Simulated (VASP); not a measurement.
# CdO (Monteponite) (Fm-3m) in VASP: notebook, part 2 of 3

VASP 6.6.1.

## Step 3: Single point, LDA

This run uses another cell than the first one, of 13.75 Å³/atom, 1.019 times its volume.

Input file INCAR:

```
PREC = Accurate ; ENCUT = 600
EDIFF = 1E-6 ; ISMEAR = -1
SIGMA = 0.05 ; LREAL = F
LASPH = T ; NELM = 120
ALGO = Normal ; ISIF = 2
LWAVE = F ; LCHARG = T
GGA = CA ; LELF = T
LVHAR = T ; NBANDS = 16
GGA_COMPAT = F
```

Input file KPOINTS:

```
Automatic mesh
0
Gamma
  10 10 10
```

Input file POSCAR:

```
CdO
1.0
    0.0000000000      2.3955803263      2.3955803263
    2.3955803263      0.0000000000      2.3955803263
    2.3955803263      2.3955803263      0.0000000000
Cd O
1 1
Direct
    0.0000000000      0.0000000000      0.0000000000
    0.5000000000      0.5000000000      0.5000000000
```

Potentials or basis: VASP PAW LDA potentials, release 64 (Cd, O).

Command:

```
$ cat potpaw_LDA.64/Cd/POTCAR potpaw_LDA.64/O/POTCAR > POTCAR
$ mpirun -np 1 vasp_std > vasp.out
```

OUTCAR:

```text
PREC = Accurate
   ENCUT = 600
   EDIFF = 1E-6
   ISMEAR = -1
   LREAL = F
   LASPH = T
   NELM = 120
   ISIF = 2
   GGA = CA

 ion  position               nearest neighbor table
   1  0.000  0.000  0.000-   2 2.40   2 2.40   2 2.40   2 2.40   2 2.40   2 2.40
   2  0.500  0.500  0.500-   1 2.40   1 2.40   1 2.40   1 2.40   1 2.40   1 2.40

  LATTYP: Found a face centered cubic cell.
 ALAT       =     4.7911606526

  Lattice vectors:

 A1 = (   0.0000000000,   2.3955803263,   2.3955803263)
 A2 = (   2.3955803263,   0.0000000000,   2.3955803263)
 A3 = (   2.3955803263,   2.3955803263,   0.0000000000)

Analysis of symmetry for initial positions (statically):
=====================================================================
 Subroutine PRICEL returns:
 Original cell was already a primitive cell.

 Routine SETGRP: Setting up the symmetry group for a
 face centered cubic supercell.

 Subroutine GETGRP returns: Found 48 space group operations
 (whereof 48 operations were pure point group operations)
 out of a pool of 48 trial point group operations.

The static configuration has the point symmetry O_h .

Analysis of symmetry for dynamics (positions and initial velocities):
=====================================================================
 Subroutine PRICEL returns:
 Original cell was already a primitive cell.

 Routine SETGRP: Setting up the symmetry group for a
 face centered cubic supercell.

 Subroutine GETGRP returns: Found 48 space group operations
 (whereof 48 operations were pure point group operations)
 out of a pool of 48 trial point group operations.

The dynamic configuration has the point symmetry O_h .

 Subroutine INISYM returns: Found 48 space group operations
 (whereof 48 operations are pure point group operations),
 and found     1 'primitive' translations

[... 105 lines left out ...]
   NELECT =      18.0000    total number of electrons
   NUPDOWN=      -1.0000    fix difference up-down
   EMIN   =  10.00;   EMAX   =-10.00  energy-range for DOS
   EFERMI =   0.00;   METHOD = LEGACY
   ISMEAR =    -1;   SIGMA  =   0.05  broadening in eV -4-tet -1-fermi 0-gaus
   EFERMI_NEDOS =   21; number of points for ismear=-14 and -15
   IALGO  =     38    algorithm
   IMIX   =      4    mixing-type and parameters
     AMIX     =   0.40;   BMIX     =  1.00
     AMIX_MAG =   1.60;   BMIX_MAG =  1.00
  volume/ion in A,a.u.               =      13.75        92.77
  Fermi-wavevector in a.u.,A,eV,Ry     =   1.421494  2.686234 27.492534  2.020644
  Thomas-Fermi vector in A             =   2.542297
   LORBIT       =      0    0 simple, 1 ext, 2 COOP (PROOUT), +10 PAW based schemes
   GGA     = CA    functional components
   LHFCALC =     F    Hartree Fock is set to
   AEXX    =    0.0000 exact exchange contribution
   IVDW    =     0    specifies the selected vdW correction
   LEPSILON=     F    determine dielectric tensor
   LRPA    =     F    only Hartree local field effects (RPA)
 non-spin polarized calculation
  energy-cutoff  :      600.00
  volume of cell :       27.50
 maximum number of plane-waves:       941
   NGX = 13   NGY = 13   NGZ = 13

 number of electron      17.9999995 magnetization

 Free energy of the ion-electron system (eV)
  ---------------------------------------------------
  ext. energy  EPLUGINS =         0.00000000
  ---------------------------------------------------
  free energy    TOTEN  =        -9.25573738 eV

  energy without entropy =       -9.25516117  energy(sigma->0) =       -9.25544927

 E-fermi :   1.4064     XC(G=0): -11.8761

 val. band max:        1.2363186949   @ k =   0.5000   0.0000   0.0000
 cond. band min:       1.6951491046   @ k =   0.1000   0.0000   0.0000
 fundamental gap:      0.4588304098
 Fermi energy:         1.4063834850

 k-point     1 :       0.0000    0.0000    0.0000
  band No.  band energies     occupation
      1     -15.4641      2.00000
      2      -5.3356      2.00000
      3      -5.3356      2.00000
      4      -5.3356      2.00000
      5      -5.0701      2.00000
      6      -5.0701      2.00000
[... 433 lines left out ...]
      3      -5.3626      2.00000
      4      -5.0684      2.00000
      5      -4.9121      2.00000
      6      -4.8076      2.00000
[... 8 lines left out ...]
     15      23.9294      0.00000
     16      24.6976      0.00000

 [... further k-points ...]
[... 5 lines left out ...]
  --------------------------------------------------------------------------------------
  -------------------------------------------------------------------------------------
  Total       -2.0025610     -2.0025610     -2.0025610      0.0000000      0.0000000     -0.0000000
  in kB     -116.6901296   -116.6901296   -116.6901296      0.0000000      0.0000000     -0.0000000
  external PRESSURE =    -116.6901296 kB  Pullay stress =       0.0000000 kB

 VOLUME and BASIS-vectors are now :
 -----------------------------------------------------------------------------
  energy-cutoff  :      600.00
  volume of cell :       27.50
      direct lattice vectors                 reciprocal lattice vectors
     0.000000000  2.395580326  2.395580326    -0.208717693  0.208717693  0.208717693
     2.395580326  0.000000000  2.395580326     0.208717693 -0.208717693  0.208717693
     2.395580326  2.395580326  0.000000000     0.208717693  0.208717693 -0.208717693

 POSITION                                       TOTAL-FORCE (eV/Angst)
 -----------------------------------------------------------------------------------
      0.00000      0.00000      0.00000        -0.000000     -0.000000      0.000000
      2.39558      2.39558      2.39558         0.000000      0.000000     -0.000000
 -----------------------------------------------------------------------------------
    total drift:                                0.000000      0.000000      0.000000

  FREE ENERGIE OF THE ION-ELECTRON SYSTEM (eV)
  ---------------------------------------------------
  free  energy   TOTEN  =        -9.2557373769 eV

  energy  without entropy=       -9.2551611726  energy(sigma->0) =       -9.25544927
```

stdout:

```text
POSCAR found type information on POSCAR CdO
 POSCAR found :  2 types and       2 ions
 scaLAPACK will be used
 LDA part: xc-table for (Slater(with rela. corr.)+CA(PZ))
 , standard interpolation
 POSCAR, INCAR and KPOINTS ok, starting setup
 FFT: planning ... GRIDC
 FFT: planning ... GRID_SOFT
 FFT: planning ... GRID
 WAVECAR not read
 entering main loop
```

Run time: 21 s. Hardware: 1 thread of Intel Xeon Platinum 8259CL at 2.50GHz (Skylake/Cascade Lake), shared host; peak memory 0.15 GiB.

What came out:

| Quantity | Value |
| --- | --- |
| Free energy | -9.2557 eV |
| Pressure | -11.7 GPa |
| Band gap on the k mesh | zero (band 9 reaches 1.24 eV, above the bottom of band 10 at 0.61 eV) |

Levels at points of the mesh, in eV from the Fermi level:
```
           k point  band 7  band 8  band 9  band 10  band 11  band 12
(0.00, 0.00, 0.00)   -1.33   -1.33   -1.33    -0.79    14.55    16.31
(0.50, 0.00, 0.00)   -3.89   -0.17   -0.17     4.09     6.59    11.23
(0.50, 0.50, 0.00)   -4.19   -2.26   -2.26     3.25     7.98    10.72
```

## Step 4: Single point, PBE+D4

This run uses another cell than the first one, of 12.19 Å³/atom, 0.904 times its volume.

Input file INCAR:

```
PREC = Accurate
ENCUT = 600
EDIFF = 1E-6
ISMEAR = -1
SIGMA = 0.05
LREAL = False
LASPH = True
NELM = 120
ALGO = Normal
ISIF = 2
LWAVE = False
LCHARG = False
GGA = PE
IVDW = 13
NBANDS = 16
GGA_COMPAT = False
```

KPOINTS is that of step 3.

Input file POSCAR:

```
CdO
1.0
    0.0000000000      2.3015375624      2.3015375624
    2.3015375624      0.0000000000      2.3015375624
    2.3015375624      2.3015375624      0.0000000000
Cd O
1 1
Direct
    0.0000000000      0.0000000000      0.0000000000
    0.5000000000      0.5000000000      0.5000000000
```

Potentials or basis: VASP PAW PBE potentials, release 64 (Cd, O).

Command:

```
$ cat potpaw_PBE.64/Cd/POTCAR potpaw_PBE.64/O/POTCAR > POTCAR
$ mpirun -np 1 vasp_std > vasp.out
```

Wall time 11 s (1 thread of Intel Xeon 6975P-C (Granite Rapids), shared host); peak memory 0.17 GiB.

Results (log left out):

- Free energy: -8.2354 eV
- Pressure: 14.8 GPa
- Band gap on the k mesh: zero (band 9 reaches 2.66 eV, above the bottom of band 10 at 2.35 eV)
- Dispersion energy per atom: -0.332 eV

Levels at points of the mesh, in eV from the Fermi level:
```csv
k point,band 6,band 7,band 8,band 9,band 10,band 11,band 12,band 13
"(0.00, 0.00, 0.00)",-6.65,-1.74,-1.74,-1.74,-0.47,14.90,17.31,17.31
"(0.50, 0.00, 0.00)",-6.36,-4.12,-0.16,-0.16,4.31,7.60,12.11,12.11
"(0.50, 0.50, 0.00)",-5.80,-4.96,-2.79,-2.79,3.99,8.66,11.29,13.74
```

Caveat: pairwise dispersion overbinds metals, which lowers pressure and volume.

[end of part 2 of 3]
